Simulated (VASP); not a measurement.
Crystal: PN.

```
P N
1.0
     3.04330    0.00000    0.00000
    -1.52165    2.63558    0.00000
     0.00000    0.00000    8.09589
P N
2 2
Direct
  0.33333 0.66667 0.25000
  0.66667 0.33333 0.75000
  0.33333 0.66667 0.75000
  0.66667 0.33333 0.25000
```

* Program: VASP 6.6.1
* Task: relaxation of cell and atoms
* Functional: PBE
* Potentials or basis: VASP PAW PBE potentials, release 64 (P, N_h)
* Cutoff: 910 eV
* k mesh: 6 × 6 × 2
* Occupations: gaussian, width 0.1 eV
* Spin: no spin polarisation

At the start: pressure 8.0 GPa; volume 16.23 Å³/atom.

**Question.** How do energy, volume and symmetry change on relaxing?

**Answer.** Over 7 steps the energy falls by 36.0 meV/atom and the volume is 17.29 Å³/atom (+6.5 %); space group P6_3/mmc (No. 194, to 0.1 Å) before and after.

Step by step:
```csv
step,energy change (eV),largest force (eV/Å),pressure (GPa),volume (Å³)
1,0.0000,0.0000,8.02,64.94
2,-0.1024,0.0000,-3.35,72.80
3,-0.1427,0.0000,-0.02,69.52
4,-0.1427,0.0000,-0.11,69.62
5,-0.1427,0.0000,-0.20,69.72
6,-0.1431,0.0000,-0.18,69.58
7,-0.1441,0.0000,-0.11,69.17
```

Final structure:
```
P N
1.0
     3.15418    0.00000    0.00000
    -1.57709    2.73160    0.00000
     0.00000    0.00000    8.02778
P N
2 2
Cartesian
  0.0000 1.8211 2.0069
  1.5771 0.9105 6.0208
  0.0000 1.8211 6.0208
  1.5771 0.9105 2.0069
```

Caveat: the k points lie up to 0.39 Å⁻¹ apart in the final cell, too coarse for converged energies and pressures of a metal; the cutoff is under 1.25 times the usual one of these potentials, so pressure, stress and relaxed cells hold a basis-set (Pulay) error; this functional lacks dispersion, which binds the layers, so the pressure and a relaxed spacing across them are unreliable.
